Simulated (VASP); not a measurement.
# ZnS (R3m) in VASP: single point with r2SCAN

Aim: the single point of ZnS with r2SCAN.

All numbers are computed with VASP 6.6.1; they aren't measurements. Logs are shortened: lines on timing, memory, paths and dates and some standing lists are left out, and cuts for length are marked.

## Step 1: The cell of the first run

It takes space group R3m (No. 160, trigonal). The conventional cell has a = 3.807 Å, b = 3.807 Å, c = 28.065 Å, α = 90.00°, β = 90.00°, γ = 120.00°. Within 3.1 Å of Zn (site symmetry 3m) lie 4 S at 2.33 to 2.34 Å. Zn (site symmetry 3m) has 4 S at 2.33 Å within 3.1 Å. Zn (site symmetry 3m) has 4 S at 2.33 to 2.34 Å within 3.1 Å. Within 3.1 Å of S (site symmetry 3m) lie 4 Zn at 2.33 to 2.34 Å. S (site symmetry 3m) has 4 Zn at 2.33 to 2.34 Å within 3.1 Å. Within 3.1 Å of S (site symmetry 3m) lie 4 Zn at 2.33 Å.

## Step 2: Single point, r2SCAN

Input file POSCAR:

```
ZnS
1.0
    1.9034643333      1.0989656452      9.3548591394
   -1.9034643333      1.0989656452      9.3548591394
    0.0000000000     -2.1979312904      9.3548591394
Zn S
3 3
Direct
    0.9999752234      0.9999752234      0.9999752234
    0.2222749271      0.2222749271      0.2222749271
    0.4445585037      0.4445585037      0.4445585037
    0.0832701742      0.0832701742      0.0832701742
    0.5278391406      0.5278391406      0.5278391406
    0.3054080311      0.3054080311      0.3054080311
```

Input file INCAR.step1:

```
  PREC = Accurate
  ENCUT = 520
  ISMEAR = -1
  SIGMA = 0.02
  LREAL = F
  LASPH = T
  NELM = 80
  NBANDS = 36
  GGA = PE
  ALGO = Normal
  EDIFF = 1E-4
  LWAVE = T
  LCHARG = F
```

Input file INCAR.step2:

```
  PREC = Accurate
  ENCUT = 520
  EDIFF = 1E-6
  ISMEAR = -1
  SIGMA = 0.02
  LREAL = F
  LASPH = T
  NELM = 80
  ALGO = Normal
  ISIF = 2
  LWAVE = F
  LCHARG = T
  METAGGA = R2SCAN
  LMIXTAU = T
  LELF = T
  LVHAR = T
  NBANDS = 36
  ISTART = 1
```

Input file KPOINTS:

```
regular mesh
0
Gamma
  8 8 8
```

Potentials or basis: VASP PAW PBE potentials, release 64 (Zn, S).

The run is started by

```console
$ cat potpaw_PBE.64/Zn/POTCAR potpaw_PBE.64/S/POTCAR > POTCAR
$ cp INCAR.step1 INCAR
$ mpirun -np 1 vasp_std > vasp.out
$ cp INCAR.step2 INCAR
$ mpirun -np 1 vasp_std > vasp.out
```

OUTCAR:

```text
PREC = Accurate
   ENCUT = 520
   EDIFF = 1E-6
   ISMEAR = -1
   LREAL = F
   LASPH = T
   NELM = 80
   ISIF = 2
   METAGGA = R2SCAN
   ISTART = 1

 ion  position               nearest neighbor table
   1  1.000  1.000  1.000-   6 2.33   6 2.33   6 2.33   4 2.34
   2  0.222  0.222  0.222-   5 2.33   5 2.33   5 2.33   6 2.33
   3  0.445  0.445  0.445-   4 2.33   4 2.33   4 2.33   5 2.34
   4  0.083  0.083  0.083-   3 2.33   3 2.33   3 2.33   1 2.34
   5  0.528  0.528  0.528-   2 2.33   2 2.33   2 2.33   3 2.34
   6  0.305  0.305  0.305-   2 2.33   1 2.33   1 2.33   1 2.33

  LATTYP: Found a trigonal (rhomboedric) cell.
 ALAT       =     9.6095937206
 COS(alpha) =     0.9215289563

  Lattice vectors:

 A1 = (   1.9034643333,   1.0989656452,   9.3548591394)
 A2 = (  -1.9034643333,   1.0989656452,   9.3548591394)
 A3 = (   0.0000000000,  -2.1979312904,   9.3548591394)

Analysis of symmetry for initial positions (statically):
=====================================================================
 Subroutine PRICEL returns:
 Original cell was already a primitive cell.

 Routine SETGRP: Setting up the symmetry group for a
 trigonal (rhombohedral) supercell.

 Subroutine GETGRP returns: Found  6 space group operations
 (whereof  6 operations were pure point group operations)
 out of a pool of 12 trial point group operations.

The static configuration has the point symmetry C_3v.

Analysis of symmetry for dynamics (positions and initial velocities):
=====================================================================
 Subroutine PRICEL returns:
 Original cell was already a primitive cell.

 Routine SETGRP: Setting up the symmetry group for a
 trigonal (rhombohedral) supercell.

 Subroutine GETGRP returns: Found  6 space group operations
 (whereof  6 operations were pure point group operations)
 out of a pool of 12 trial point group operations.

The dynamic configuration has the point symmetry C_3v.

 Subroutine INISYM returns: Found  6 space group operations
 (whereof  6 operations are pure point group operations),
 and found     1 'primitive' translations

----------------------------------------------------------------------------------------

                                     Primitive cell

  volume of cell :     117.4133

  direct lattice vectors                    reciprocal lattice vectors
     1.903464333  1.098965645  9.354859139     0.262678943  0.151657759  0.035632106
    -1.903464333  1.098965645  9.354859139    -0.262678943  0.151657759  0.035632106
     0.000000000 -2.197931290  9.354859139     0.000000000 -0.303315517  0.035632106

  length of vectors
     9.609593721  9.609593721  9.609593721     0.305401294  0.305401294  0.305401294

  position of ions in fractional coordinates (direct lattice)
     0.999975223  0.999975223  0.999975223
     0.222274927  0.222274927  0.222274927
     0.444558504  0.444558504  0.444558504
     0.083270174  0.083270174  0.083270174
     0.527839141  0.527839141  0.527839141
     0.305408031  0.305408031  0.305408031

  ion indices of the primitive-cell ions
   primitive index   ion index
                 1           1
                 2           2
                 3           3
                 4           4
                 5           5
                 6           6

----------------------------------------------------------------------------------------

 KPOINTS: regular mesh

Automatic generation of k-mesh.
 Grid dimensions read from file:
 generate k-points for:    8    8    8

 Generating k-lattice:

  Cartesian coordinates                     Fractional coordinates (reciprocal lattice)
     0.032834868  0.018957220  0.004454013     0.125000000  0.000000000  0.000000000
    -0.032834868  0.018957220  0.004454013     0.000000000  0.125000000  0.000000000
     0.000000000 -0.037914440  0.004454013     0.000000000  0.000000000  0.125000000

  Length of vectors
     0.038175162  0.038175162  0.038175162

  Shift w.r.t. Gamma in fractional coordinates (k-lattice)
     0.000000000  0.000000000  0.000000000

 Subroutine IBZKPT returns following result:
 ===========================================

 Found     65 irreducible k-points:

 Following reciprocal coordinates:
            Coordinates               Weight
  0.000000  0.000000  0.000000      1.000000
  0.125000  0.000000  0.000000      6.000000
  0.250000  0.000000  0.000000      6.000000
  0.375000  0.000000  0.000000      6.000000
  0.500000  0.000000  0.000000      3.000000
  0.125000  0.125000  0.000000      6.000000
[... 16 lines left out ...]
  0.250000  0.125000  0.125000      6.000000
  0.375000  0.125000  0.125000      6.000000
 [... further k-points ...]
   k-points           NKPTS =     65   k-points in BZ     NKDIM =     65   number of bands    NBANDS=     36
   number of dos      NEDOS =    301   number of ions     NIONS =      6
   total plane-waves  NPLWV = 373248
   dimension x,y,z NGX =    72 NGY =   72 NGZ =   72
   dimension x,y,z NGXF=   144 NGYF=  144 NGZF=  144
   ions per type =               3   3
   NGX,Y,Z   is equivalent  to a cutoff of  12.46, 12.46, 12.46 a.u.
   NGXF,Y,Z  is equivalent  to a cutoff of  24.91, 24.91, 24.91 a.u.
 SYSTEM =  unknown system
   PREC   = accura    normal or accurate (medium, high low for compatibility)
   ISTART =      1    job   : 0-new  1-cont  2-samecut
   ICHARG =      0    charge: 1-file 2-atom 10-const
   ISPIN  =      1    spin polarized calculation?
   LNONCOLLINEAR =      F non collinear calculations
   LSORBIT =      F    spin-orbit coupling
   LASPH  =      T    aspherical Exc in radial PAW
   ENCUT  =  520.0 eV  38.22 Ry    6.18 a.u.  17.87 17.87 17.87*2*pi/ulx,y,z
   NELM   =     80;   NELMIN=  2; NELMDL=  0     # of ELM steps
   EDIFF  = 0.1E-05   stopping-criterion for ELM
   LREAL  =      F    real-space projection
   EDIFFG = 0.1E-04   stopping-criterion for IOM
   NSW    =      0    number of steps for IOM
   IBRION =     -1    ionic relax: 0-MD 1-quasi-New 2-CG
   NFREE  =      0    steps in history (QN), initial steepest desc. (CG)
   ISIF   =      2    stress and relaxation
   ISYM   =      2    0-nonsym 1-usesym 2-fastsym
   POTIM  = 0.5000    time-step for ionic-motion
   TEBEG  =    0.0;   TEEND  =   0.0 temperature during run
   PSTRESS=    0.0 pullay stress
   NELECT =      54.0000    total number of electrons
   NUPDOWN=      -1.0000    fix difference up-down
   EMIN   =  10.00;   EMAX   =-10.00  energy-range for DOS
   EFERMI =   0.00;   METHOD = LEGACY
   ISMEAR =    -1;   SIGMA  =   0.02  broadening in eV -4-tet -1-fermi 0-gaus
   EFERMI_NEDOS =   21; number of points for ismear=-14 and -15
   IALGO  =     38    algorithm
   IMIX   =      4    mixing-type and parameters
     AMIX     =   0.40;   BMIX     =  1.00
     AMIX_MAG =   1.60;   BMIX_MAG =  1.00
  volume/ion in A,a.u.               =      19.57       132.06
  Fermi-wavevector in a.u.,A,eV,Ry     =   1.263670  2.387990 21.726620  1.596862
  Thomas-Fermi vector in A             =   2.397015
   LORBIT       =      0    0 simple, 1 ext, 2 COOP (PROOUT), +10 PAW based schemes
   METAGGA = R2SCAN    functional components
   LHFCALC =     F    Hartree Fock is set to
   AEXX    =    0.0000 exact exchange contribution
   IVDW    =     0    specifies the selected vdW correction
   LEPSILON=     F    determine dielectric tensor
   LRPA    =     F    only Hartree local field effects (RPA)
 non-spin polarized calculation
  energy-cutoff  :      520.00
  volume of cell :      117.41
 maximum number of plane-waves:      3182
   NGX = 35   NGY = 35   NGZ = 35

 number of electron      53.9999979 magnetization

 Free energy of the ion-electron system (eV)
  ---------------------------------------------------
  ext. energy  EPLUGINS =         0.00000000
  ---------------------------------------------------
  free energy    TOTEN  =       -56.58986823 eV

  energy without entropy =      -56.58986823  energy(sigma->0) =      -56.58986823

 E-fermi :   2.3080     XC(G=0): -10.3202

 val. band max:        1.9201239052   @ k =   0.0000   0.0000   0.0000
 cond. band min:       4.6851142739   @ k =   0.0000   0.0000   0.0000
 fundamental gap:      2.7649903687
 Fermi energy:         2.3080371958

 k-point     1 :       0.0000    0.0000    0.0000
  band No.  band energies     occupation
      1     -11.8311      2.00000
      2     -11.1481      2.00000
      3     -11.1388      2.00000
      4      -4.6163      2.00000
      5      -4.6076      2.00000
      6      -4.6076      2.00000
[... 28 lines left out ...]
     35       9.3281      0.00000
     36       9.7846      0.00000

 k-point     2 :       0.1250    0.0000    0.0000
  band No.  band energies     occupation
      1     -11.7214      2.00000
      2     -11.1044      2.00000
      3     -11.0308      2.00000
      4      -4.6143      2.00000
      5      -4.5945      2.00000
      6      -4.5855      2.00000
[... 28 lines left out ...]
     35       9.3131      0.00000
     36       9.8098      0.00000

 k-point     3 :       0.2500    0.0000    0.0000
  band No.  band energies     occupation
      1     -11.4283      2.00000
      2     -10.9353      2.00000
      3     -10.8241      2.00000
      4      -4.6184      2.00000
      5      -4.5742      2.00000
      6      -4.5389      2.00000
[... 28 lines left out ...]
     35       9.8461      0.00000
     36      10.3345      0.00000
[... 742 lines left out ...]
 k-point    23 :       0.2500    0.1250    0.1250
  band No.  band energies     occupation
      1     -11.6993      2.00000
      2     -11.2223      2.00000
      3     -10.9334      2.00000
      4      -4.6165      2.00000
      5      -4.5970      2.00000
      6      -4.5834      2.00000
[... 28 lines left out ...]
     35       9.3590      0.00000
     36       9.8420      0.00000

 k-point    24 :       0.3750    0.1250    0.1250
  band No.  band energies     occupation
      1     -11.4025      2.00000
      2     -11.0343      2.00000
      3     -10.7502      2.00000
      4      -4.6248      2.00000
      5      -4.5934      2.00000
      6      -4.5355      2.00000
[... 28 lines left out ...]
     35       9.8918      0.00000
     36      10.3292      0.00000

 [... further k-points ...]
[... 5 lines left out ...]
  --------------------------------------------------------------------------------------
  -------------------------------------------------------------------------------------
  Total        0.0738969      0.0738969      0.0520701     -0.0000000      0.0000000      0.0000000
  in kB        1.0083692      1.0083692      0.7105287     -0.0000000      0.0000000      0.0000000
  external PRESSURE =       0.9090890 kB  Pullay stress =       0.0000000 kB

 VOLUME and BASIS-vectors are now :
 -----------------------------------------------------------------------------
  energy-cutoff  :      520.00
  volume of cell :      117.41
      direct lattice vectors                 reciprocal lattice vectors
     1.903464333  1.098965645  9.354859139     0.262678943  0.151657759  0.035632106
    -1.903464333  1.098965645  9.354859139    -0.262678943  0.151657759  0.035632106
     0.000000000 -2.197931290  9.354859139     0.000000000 -0.303315517  0.035632106

 POSITION                                       TOTAL-FORCE (eV/Angst)
 -----------------------------------------------------------------------------------
      0.00000      0.00000     28.06388         0.000000      0.000000     -0.002590
      0.00000      0.00000      6.23805         0.000000      0.000000     -0.000605
      0.00000      0.00000     12.47635         0.000000     -0.000000      0.000280
      0.00000      0.00000      2.33694         0.000000     -0.000000      0.001054
      0.00000      0.00000     14.81358         0.000000      0.000000      0.000319
      0.00000      0.00000      8.57115         0.000000     -0.000000      0.001542
 -----------------------------------------------------------------------------------
    total drift:                               -0.000000     -0.000000     -0.024281

  FREE ENERGIE OF THE ION-ELECTRON SYSTEM (eV)
  ---------------------------------------------------
  free  energy   TOTEN  =       -56.5898682278 eV

  energy  without entropy=      -56.5898682278  energy(sigma->0) =      -56.58986823
```

Wall time 57 min (1 thread of Intel Xeon 6975P-C (Granite Rapids), shared host); peak memory 0.92 GiB.

What came out:

- Free energy: -56.5899 eV
- Pressure: 0.1 GPa
- Band gap on the k mesh: 2.77 eV

Forces on the atoms (eV/Å):
```
Zn   0.000  0.000 -0.003
Zn   0.000  0.000 -0.001
Zn   0.000  0.000  0.000
S    0.000  0.000  0.001
S    0.000  0.000  0.000
S    0.000  0.000  0.002
```

Caveat: the PAW data sets were made with another functional, which shifts forces and pressure a little. A k mesh can miss the band edges.
